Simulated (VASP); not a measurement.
Here is a VASP 6.6.1 calculation.

File INCAR:

```
PREC = Accurate ; ENCUT = 520
EDIFF = 1E-6 ; ISMEAR = 0
SIGMA = 0.15 ; LREAL = False
LASPH = True ; NELM = 80
ALGO = Fast ; ISIF = 2
LWAVE = False ; LCHARG = True
GGA = PS ; LELF = True
LVHAR = True ; NBANDS = 11
```

File KPOINTS:

```
regular mesh
0
Gamma
  22 22 22
```

File POSCAR:

```
Pt
1.0
   -1.0974350943      1.5227839928      1.5227839928
    1.5227839928     -1.0974350943      1.5227839928
    1.5227839928      1.5227839928     -1.0974350943
Pt
1
Direct
    0.0000000000      0.0000000000      0.0000000000
```

Potentials or basis: VASP PAW PBE potentials, release 64 (Pt).

Command:

```bash
$ cat potpaw_PBE.64/Pt/POTCAR > POTCAR
$ mpirun -np 1 vasp_std > vasp.out
```

Q: Predict the pressure.

A: 92.7 GPa.

Q: Predict the band gap on the k mesh.

A: Zero (bands 5 and 6 overlap by 4.11 eV).

Stress tensor (GPa, compression positive):
```
 92.65 -11.55 -11.55
-11.55  92.65 -11.55
-11.55 -11.55  92.65
```

Caveat: the cell stands under pressure; the PAW data sets were made with another functional, which shifts forces and pressure a little; spin-orbit coupling is left out, which moves the levels of the heavy elements.
